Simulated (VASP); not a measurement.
# AlNi (Cmmm) in VASP: further runs, part 2 of 2

VASP 6.6.1. The steps go on from the part before.

## 3. Single point, PBEsol, collinear spin, ferromagnetic start

This run uses another cell than the first one, of 10.86 Å³/atom.

The input, INCAR:

```
SYSTEM = AlNi
  PREC = Accurate
  ENCUT = 520
  EDIFF = 1E-7
  ISMEAR = 0
  SIGMA = 0.1
  LREAL = .False.
  LASPH = .True.
  NELM = 150
  ALGO = Normal
  ISIF = 2
  LWAVE = .False.
  LCHARG = .True.
  ISPIN = 2
  MAGMOM = 0 1
  LORBIT = 11
  LMAXMIX = 4
  GGA = PS
  LELF = .True.
  LVHAR = .True.
  NBANDS = 18
```

The input, KPOINTS:

```
regular mesh
0
Gamma
  10 10 9
  0 0 0
```

The input, POSCAR:

```
AlNi
1.0
    1.8889618076     -1.9030860963      0.0000000000
    1.8889618076      1.9030860963      0.0000000000
    0.0000000000      0.0000000000      3.0199221594
Al Ni
1 1
Direct
    0.0000000000      0.0000000000      0.0000000000
    0.5000000000      0.5000000000      0.5000000000
```

Potentials or basis: VASP PAW PBE potentials, release 64 (Al, Ni).

The run is started by

```
cat potpaw_PBE.64/Al/POTCAR potpaw_PBE.64/Ni/POTCAR > POTCAR
mpirun -np 1 vasp_std > vasp.out
```

OUTCAR:

```text
SYSTEM = AlNi
   PREC = Accurate
   ENCUT = 520
   EDIFF = 1E-7
   ISMEAR = 0
   LREAL = .False.
   LASPH = .True.
   NELM = 150
   ISIF = 2
   ISPIN = 2
   LORBIT = 11
   GGA = PS

 ion  position               nearest neighbor table
   1  0.000  0.000  0.000-   2 2.42   2 2.42   2 2.42   2 2.42   2 2.43   2 2.43   2 2.43   2 2.43

   2  0.500  0.500  0.500-   1 2.42   1 2.42   1 2.42   1 2.42   1 2.43   1 2.43   1 2.43   1 2.43

  LATTYP: Found a base centered orthorhombic cell.
 ALAT       =     3.7779236152
 B/A-ratio  =     1.0074772760
 C/A-ratio  =     0.7993603013

  Lattice vectors:

 A1 = (   1.8889618076,  -1.9030860963,   0.0000000000)
 A2 = (   1.8889618076,   1.9030860963,   0.0000000000)
 A3 = (   0.0000000000,   0.0000000000,   3.0199221594)

Analysis of symmetry for initial positions (statically):
=====================================================================
 Subroutine PRICEL returns:
 Original cell was already a primitive cell.

 Routine SETGRP: Setting up the symmetry group for a
 base centered orthorhombic supercell.

 Subroutine GETGRP returns: Found  8 space group operations
 (whereof  8 operations were pure point group operations)
 out of a pool of  8 trial point group operations.

The static configuration has the point symmetry D_2h.

Analysis of symmetry for dynamics (positions and initial velocities):
=====================================================================
 Subroutine PRICEL returns:
 Original cell was already a primitive cell.

 Routine SETGRP: Setting up the symmetry group for a
 base centered orthorhombic supercell.

 Subroutine GETGRP returns: Found  8 space group operations
 (whereof  8 operations were pure point group operations)
 out of a pool of  8 trial point group operations.

The dynamic configuration has the point symmetry D_2h.

Analysis of structural, dynamic, and magnetic symmetry:
=====================================================================
 Subroutine PRICEL returns:
 Original cell was already a primitive cell.

 Routine SETGRP: Setting up the symmetry group for a
 base centered orthorhombic supercell.

 Subroutine GETGRP returns: Found  8 space group operations
 (whereof  8 operations were pure point group operations)
 out of a pool of  8 trial point group operations.

The overall configuration has the point symmetry D_2h.

 Subroutine INISYM returns: Found  8 space group operations
 (whereof  8 operations are pure point group operations),
 and found     1 'primitive' translations

----------------------------------------------------------------------------------------

                                     Primitive cell

  volume of cell :      21.7124

  direct lattice vectors                    reciprocal lattice vectors
     1.888961808 -1.903086096  0.000000000     0.264695664 -0.262731151  0.000000000
     1.888961808  1.903086096  0.000000000     0.264695664  0.262731151  0.000000000
     0.000000000  0.000000000  3.019922159     0.000000000  0.000000000  0.331134363

  length of vectors
     2.681401387  2.681401387  3.019922159     0.372949664  0.372949664  0.331134363

  position of ions in fractional coordinates (direct lattice)
[... 71 lines left out ...]
   ISTART =      0    job   : 0-new  1-cont  2-samecut
   ICHARG =      2    charge: 1-file 2-atom 10-const
   ISPIN  =      2    spin polarized calculation?
   LNONCOLLINEAR =      F non collinear calculations
   LSORBIT =      F    spin-orbit coupling
   LASPH  =      T    aspherical Exc in radial PAW
   ENCUT  =  520.0 eV  38.22 Ry    6.18 a.u.   4.99  4.99  5.62*2*pi/ulx,y,z
   NELM   =    150;   NELMIN=  2; NELMDL= -5     # of ELM steps
   EDIFF  = 0.1E-06   stopping-criterion for ELM
   LREAL  =      F    real-space projection
   EDIFFG = 0.1E-05   stopping-criterion for IOM
   NSW    =      0    number of steps for IOM
   IBRION =     -1    ionic relax: 0-MD 1-quasi-New 2-CG
   NFREE  =      0    steps in history (QN), initial steepest desc. (CG)
   ISIF   =      2    stress and relaxation
   ISYM   =      2    0-nonsym 1-usesym 2-fastsym
   POTIM  = 0.5000    time-step for ionic-motion
   TEBEG  =    0.0;   TEEND  =   0.0 temperature during run
   PSTRESS=    0.0 pullay stress
   NELECT =      13.0000    total number of electrons
   NUPDOWN=      -1.0000    fix difference up-down
   EMIN   =  10.00;   EMAX   =-10.00  energy-range for DOS
   EFERMI =   0.00;   METHOD = LEGACY
   ISMEAR =     0;   SIGMA  =   0.10  broadening in eV -4-tet -1-fermi 0-gaus
   EFERMI_NEDOS =   21; number of points for ismear=-14 and -15
   IALGO  =     38    algorithm
   IMIX   =      4    mixing-type and parameters
     AMIX     =   0.40;   BMIX     =  1.00
     AMIX_MAG =   1.60;   BMIX_MAG =  1.00
  volume/ion in A,a.u.               =      10.86        73.26
  Fermi-wavevector in a.u.,A,eV,Ry     =   1.379813  2.607468 25.903905  1.903883
  Thomas-Fermi vector in A             =   2.504748
   LORBIT       =     11    0 simple, 1 ext, 2 COOP (PROOUT), +10 PAW based schemes
   GGA     = PS    functional components
   LHFCALC =     F    Hartree Fock is set to
   AEXX    =    0.0000 exact exchange contribution
   IVDW    =     0    specifies the selected vdW correction
   LEPSILON=     F    determine dielectric tensor
   LRPA    =     F    only Hartree local field effects (RPA)
 spin polarized calculation
 Gauss-broadening in eV      SIGMA  =   0.10
  energy-cutoff  :      520.00
  volume of cell :       21.71
 maximum number of plane-waves:       602
   NGX =  9   NGY =  9   NGZ = 11

 number of electron      12.9999991 magnetization       0.0001652

 number of electron      12.9999991 magnetization      -0.0001266

 Free energy of the ion-electron system (eV)
  ---------------------------------------------------
  ext. energy  EPLUGINS =         0.00000000
  ---------------------------------------------------
  free energy    TOTEN  =       -11.45520784 eV

  energy without entropy =      -11.45103322  energy(sigma->0) =      -11.45312053

 E-fermi :  11.2293     XC(G=0): -12.6431

 val. band max:       11.1767705252   @ k =   0.2000   0.2000   0.3333
 cond. band min:      11.2314311093   @ k =   0.4000   0.2000   0.1111
 fundamental gap:      0.0546605842
 Fermi energy:        11.2293357068

 spin component 1

 k-point     1 :       0.0000    0.0000    0.0000
  band No.  band energies     occupation
      1      -0.6427      1.00000
      2       7.3882      1.00000
      3       7.5511      1.00000
      4       9.3916      1.00000
      5       9.4130      1.00000
      6       9.7377      1.00000
[... 493 lines left out ...]
     17      35.4765      0.00000
     18      36.8233      0.00000

 [... further k-points ...]

 spin component 2

 k-point     1 :       0.0000    0.0000    0.0000
  band No.  band energies     occupation
      1      -0.6427      1.00000
      2       7.3882      1.00000
      3       7.5510      1.00000
      4       9.3917      1.00000
      5       9.4130      1.00000
      6       9.7378      1.00000
[... 493 lines left out ...]
     17      35.4765      0.00000
     18      36.8233      0.00000

 [... further k-points ...]

------------------------ aborting loop because EDIFF is reached ----------------------------------------

  FORCE on cell =-STRESS in cart. coord.  units (eV):
  Direction    XX          YY          ZZ          XY          YZ          ZX
  --------------------------------------------------------------------------------------
  -------------------------------------------------------------------------------------
  Total        2.8041941      2.5245577      1.4484550      0.0000000      0.0000000      0.0000000
  in kB      206.9242076    186.2895616    106.8828975      0.0000000      0.0000000      0.0000000
  external PRESSURE =     166.6988889 kB  Pullay stress =       0.0000000 kB

 VOLUME and BASIS-vectors are now :
 -----------------------------------------------------------------------------
  energy-cutoff  :      520.00
  volume of cell :       21.71
      direct lattice vectors                 reciprocal lattice vectors
     1.888961808 -1.903086096  0.000000000     0.264695664 -0.262731151  0.000000000
     1.888961808  1.903086096  0.000000000     0.264695664  0.262731151  0.000000000
     0.000000000  0.000000000  3.019922159     0.000000000  0.000000000  0.331134363

 POSITION                                       TOTAL-FORCE (eV/Angst)
 -----------------------------------------------------------------------------------
      0.00000      0.00000      0.00000        -0.000000     -0.000000      0.000000
      1.88896      0.00000      1.50996         0.000000      0.000000      0.000000
 -----------------------------------------------------------------------------------
    total drift:                                0.000000      0.000000      0.000000

  FREE ENERGIE OF THE ION-ELECTRON SYSTEM (eV)
  ---------------------------------------------------
  free  energy   TOTEN  =       -11.4552078433 eV

  energy  without entropy=      -11.4510332167  energy(sigma->0) =      -11.45312053

 total charge

# of ion       s       p       d       tot
------------------------------------------
    1        0.396   0.461   0.000   0.858
    2        0.525   0.609   8.524   9.658
--------------------------------------------------
tot          0.921   1.071   8.524  10.516

 magnetization (x)

# of ion       s       p       d       tot
------------------------------------------
    1        0.000  -0.000   0.000  -0.000
    2       -0.000   0.000  -0.000  -0.000
--------------------------------------------------
tot         -0.000   0.000  -0.000  -0.000
```

stdout:

```text
POSCAR found type information on POSCAR AlNi
 POSCAR found :  2 types and       2 ions
 scaLAPACK will be used
 -----------------------------------------------------------------------------
|                                                                             |
|                                                                             |
|     You enforced a specific xc type in the INCAR file but a different       |
|     I HOPE YOU KNOW WHAT YOU ARE DOING!                                     |
|                                                                             |
 -----------------------------------------------------------------------------

 LDA part: xc-table for (Slater+PW92), standard interpolation
 POSCAR, INCAR and KPOINTS ok, starting setup
 FFT: planning ... GRIDC
 FFT: planning ... GRID_SOFT
 FFT: planning ... GRID
 WAVECAR not read
 entering main loop
```

Wall time 46 s (1 thread of Intel Xeon 6975P-C (Granite Rapids), shared host); peak memory 0.2 GiB.

What came out:

```yaml
Free_energy: -11.4552 eV
Pressure: 16.7 GPa
Net_moment: 0.00 μB per cell
Valence_electrons_inside_the_program's_atomic_spheres: Al 0.86; Ni 9.66
```

Caveat: the cell stands under pressure; the PAW data sets were made with another functional, which shifts forces and pressure a little.

## 4. Single point, PBEsol, collinear spin, ferromagnetic start

This run uses another cell than the first one, of 11.15 Å³/atom.

The input, INCAR:

```
PREC = Accurate
ENCUT = 520
EDIFF = 1E-6
ISMEAR = 0
SIGMA = 0.1
LREAL = False
LASPH = True
NELM = 150
ALGO = Normal
ISIF = 2
LWAVE = False
LCHARG = False
ISPIN = 2
MAGMOM = 0 1
LORBIT = 11
LMAXMIX = 4
GGA = PS
NBANDS = 18
```

The input, KPOINTS:

```
Automatic mesh
0
Gamma
  10 10 9
```

The input, POSCAR:

```
AlNi
1.0
    1.9058284305     -1.9200788356      0.0000000000
    1.9058284305      1.9200788356      0.0000000000
    0.0000000000      0.0000000000      3.0468871769
Al Ni
1 1
Direct
    0.0000000000      0.0000000000      0.0000000000
    0.5000000000      0.5000000000      0.5000000000
```

The run is started by

```
cat potpaw_PBE.64/Al/POTCAR potpaw_PBE.64/Ni/POTCAR > POTCAR
mpirun -np 1 vasp_std > vasp.out
```

Wall time 47 s (1 thread of Intel Xeon 6975P-C (Granite Rapids), shared host); peak memory 0.21 GiB.

Results (log left out):

```yaml
Free_energy: -11.5050 eV
Pressure: 10.6 GPa
Net_moment: 0.00 μB per cell
Valence_electrons_inside_the_program's_atomic_spheres: Al 0.84; Ni 9.60
```

Stress tensor (GPa, compression positive):
```
14.34  0.00  0.00
 0.00 12.41  0.00
 0.00  0.00  5.01
```

Levels at points of the mesh, in eV from the Fermi level:
Spin up:
```
           k point  band 4  band 5  band 6  band 7  band 8  band 9  band 10  band 11
(0.00, 0.00, 0.00)   -1.77   -1.75   -1.43    3.06    7.33    7.37     7.39     8.84
(0.50, 0.00, 0.00)   -2.94   -2.21   -1.62   -0.35    7.96    8.01     9.85    11.92
(0.50, 0.50, 0.00)   -2.62   -2.54   -2.42   -0.89    2.34    3.62    11.30    13.93
```
Spin down:
```
           k point  band 3  band 4  band 5  band 6  band 7  band 8  band 9  band 10  band 11  band 12
(0.00, 0.00, 0.00)   -3.53   -1.77   -1.75   -1.43    3.06    7.33    7.37     7.39     8.84    15.55
(0.50, 0.00, 0.00)   -3.01   -2.94   -2.21   -1.62   -0.35    7.96    8.01     9.85    11.92    13.33
(0.50, 0.50, 0.00)   -2.62   -2.62   -2.54   -2.42   -0.89    2.34    3.62    11.30    13.93    14.07
```

Caveat: the cell stands under pressure; the PAW data sets were made with another functional, which shifts forces and pressure a little.

## 5. Single point, PBEsol, collinear spin, ferromagnetic start

This run uses another cell than the first one, of 11.44 Å³/atom.

The input, INCAR:

```
SYSTEM = AlNi
  PREC = Accurate
  ENCUT = 520
  EDIFF = 1E-6
  ISMEAR = 0
  SIGMA = 0.1
  LREAL = .False.
  LASPH = .True.
  NELM = 150
  ALGO = Normal
  ISIF = 2
  LWAVE = .False.
  LCHARG = .True.
  ISPIN = 2
  MAGMOM = 0 1
  LORBIT = 11
  LMAXMIX = 4
  GGA = PS
  LELF = .True.
  LVHAR = .True.
  NBANDS = 18
```

The input, KPOINTS:

```
Automatic mesh
0
Gamma
  10 10 9
  0 0 0
```

The input, POSCAR:

```
AlNi
1.0
    1.9224016835     -1.9367760114      0.0000000000
    1.9224016835      1.9367760114      0.0000000000
    0.0000000000      0.0000000000      3.0733831780
Al Ni
1 1
Direct
    0.0000000000      0.0000000000      0.0000000000
    0.5000000000      0.5000000000      0.5000000000
```

The run is started by

```
cat potpaw_PBE.64/Al/POTCAR potpaw_PBE.64/Ni/POTCAR > POTCAR
mpirun -np 1 vasp_std > vasp.out
```

Wall time 46 s (1 thread of Intel Xeon 6975P-C (Granite Rapids), shared host); peak memory 0.21 GiB.

The run converged. Its results:

- Free energy: -11.5339 eV
- Pressure: 5.3 GPa
- Net moment: 0.00 μB per cell
- Valence electrons inside the program's atomic spheres: Al 0.82; Ni 9.55

Stress tensor (GPa, compression positive):
```
8.80 0.00 0.00
0.00 6.99 0.00
0.00 0.00 0.10
```

Levels at points of the mesh, in eV from the Fermi level:
Spin up:
| k point | band 3 | band 4 | band 5 | band 6 | band 7 | band 8 | band 9 | band 10 | band 11 | band 12 |
| --- | --- | --- | --- | --- | --- | --- | --- | --- | --- | --- |
| (0.00, 0.00, 0.00) | -3.40 | -1.70 | -1.68 | -1.38 | 3.00 | 7.19 | 7.23 | 7.29 | 8.76 | 15.08 |
| (0.50, 0.00, 0.00) | -2.89 | -2.84 | -2.13 | -1.57 | -0.35 | 7.87 | 7.98 | 9.62 | 11.78 | 13.03 |
| (0.50, 0.50, 0.00) | -2.53 | -2.52 | -2.48 | -2.35 | -0.86 | 2.28 | 3.47 | 11.05 | 13.73 | 13.86 |
Spin down:
| k point | band 4 | band 5 | band 6 | band 7 | band 8 | band 9 | band 10 | band 11 |
| --- | --- | --- | --- | --- | --- | --- | --- | --- |
| (0.00, 0.00, 0.00) | -1.70 | -1.68 | -1.38 | 3.00 | 7.19 | 7.23 | 7.29 | 8.76 |
| (0.50, 0.00, 0.00) | -2.84 | -2.13 | -1.57 | -0.34 | 7.87 | 7.98 | 9.62 | 11.78 |
| (0.50, 0.50, 0.00) | -2.52 | -2.48 | -2.35 | -0.86 | 2.28 | 3.47 | 11.05 | 13.73 |

Caveat: the cell stands under pressure; the PAW data sets were made with another functional, which shifts forces and pressure a little.

## 6. Summary

| cell | gap on the mesh (eV) | pressure (GPa) | moment (μB) |
| --- | --- | --- | --- |
| a = 2.657, b = 2.657, c = 2.992 Å, angles 90.0, 90.0, 90.4°, 2 atoms | none | 23.6 | 0.00 |
| a = 2.681, b = 2.681, c = 3.020 Å, angles 90.0, 90.0, 90.4°, 2 atoms | none | 16.7 | 0.00 |
| a = 2.705, b = 2.705, c = 3.047 Å, angles 90.0, 90.0, 90.4°, 2 atoms | none | 10.6 | 0.00 |
| a = 2.729, b = 2.729, c = 3.073 Å, angles 90.0, 90.0, 90.4°, 2 atoms | none | 5.3 | 0.00 |

Alike in all rows: task single point; level PBEsol; potentials or basis VASP PAW PBE potentials, release 64 (Al, Ni); spin collinear, ferromagnetic start; k mesh 10 × 10 × 9; cutoff (eV) 520; smearing gaussian 0.1 eV.

Caveats: the cell stands under pressure; the PAW data sets were made with another functional, which shifts forces and pressure a little.

Total energies depend on the potentials used, so only differences within one code and one set of settings carry meaning.
